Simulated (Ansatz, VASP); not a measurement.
**In2CuO4 in VASP and in Ansatz**

File INCAR:

```
SYSTEM = In2CuO4
  PREC = Accurate
  ENCUT = 520
  EDIFF = 1E-6
  ISMEAR = 0
  SIGMA = 0.05
  LREAL = .False.
  LASPH = .True.
  NELM = 150
  ALGO = Normal
  ISIF = 2
  LWAVE = .False.
  LCHARG = .True.
  ISPIN = 2
  MAGMOM = 0 0 1 0 0 0 0
  LORBIT = 11
  LMAXMIX = 4
  LDAU = .True.
  LDAUTYPE = 1
  LDAUL = -1 2 -1
  LDAUU = 0 3 0
  LDAUJ = 0 0.7 0
  LDAUPRINT = 1
  LELF = .True.
  LVHAR = .True.
  NBANDS = 44
```

KPOINTS

```
Automatic mesh
0
Gamma
  7 7 7
  0 0 0
```

POSCAR

```
In2CuO4
1.0
   -1.9784999400      1.9784999400      6.0399998300
    1.9784999400     -1.9784999400      6.0399998300
    1.9784999400      1.9784999400     -6.0399998300
In Cu O
2 1 4
Direct
    0.3529000000      0.3529000000      0.0000000000
    0.6471000000      0.6471000000      0.0000000000
    0.0000000000      0.0000000000      0.0000000000
    0.5000000000      0.0000000000      0.5000000000
    0.0000000000      0.5000000000      0.5000000000
    0.7500000000      0.2500000000      0.5000000000
    0.2500000000      0.7500000000      0.5000000000
```

Input for Ansatz:

```yaml
crystal:
  lattice:
    - [-1.97849994, 1.97849994, 6.03999983]
    - [1.97849994, -1.97849994, 6.03999983]
    - [1.97849994, 1.97849994, -6.03999983]
  atoms:
    - { symbol: In, position: [0.3529, 0.3529, 0.0] }
    - { symbol: In, position: [0.6471, 0.6471, 0.0] }
    - { symbol: Cu, position: [0.0, 0.0, 0.0], spin: 1.0 }
    - { symbol: O, position: [0.5, 0.0, 0.5] }
    - { symbol: O, position: [0.0, 0.5, 0.5] }
    - { symbol: O, position: [0.75, 0.25, 0.5] }
    - { symbol: O, position: [0.25, 0.75, 0.5] }
basis:
  ecutwfc: 420
  ecutrho_ratio: 4
kpoints:
  mp_grid: { grid: [7, 7, 7] }
hamiltonian:
  xc: lda
  hubbard: { sites: [{ site: 2, l: d, u: 3.0, j: 0.7 }] }
scf:
  occupations: { method: gaussian, width: 0.05 }
  lower_state_search: "off"
  max_iter: 150
output:
  forces: true
  stress: true
  eigenvalues: true
  populations: true
  hubbard: { sites: [{ site: 2, l: d }] }
magnetization:
  spin_polarized: true
```

Alike in both runs: task single point; functional LDA; k mesh 7 × 7 × 7; occupations gaussian, width 0.05 eV; collinear spin; Hubbard terms Cu d U = 3.0 eV, J = 0.7 eV.

|  | VASP | Ansatz |
| --- | --- | --- |
| version | VASP 6.6.1 | Ansatz 0.2.0 |
| potentials or method | VASP PAW LDA potentials, release 64 (In_d, Cu, O), cutoff 520 eV | scalar-relativistic, plane waves, PAW |
| valence electrons in the cell | 61 | 69 |

|  | VASP | Ansatz | Ansatz less VASP |
| --- | --- | --- | --- |
| gap on the k mesh at the Fermi level (eV) | none | none | - |
| pressure (GPa) | -23.7 | -23.5 | +0.16 |
| traceless stress, the component that is largest in VASP (GPa) | 1.39 | 1.10 | -0.287 |
| rms of the force components (eV/Å) | 0.528 | 0.532 | +0.0037 |
| net moment per atom (μB) | 0.05 | 0.05 | 0.000 |
| size of the moment on the site where the two differ most (μB) | 0.22 | 0.21 | -0.015 |

LDA's correlation is that of Perdew and Zunger in VASP and of Perdew and Wang (1992) in Ansatz. Site moments also hang on the region over which each program counts them. The programs project onto different local orbitals, so the same U acts differently, and such runs can settle in different states. Atom by atom the forces differ by 0.004 eV/Å (rms over components). A gap of «none» marks a metal or a gap that the smearing closes. VASP's potentials hold 61 valence electrons a cell and Ansatz's 69, so a difference there can come from the potentials and not from the codes. Ansatz's warnings: filled band counts differ across k points.
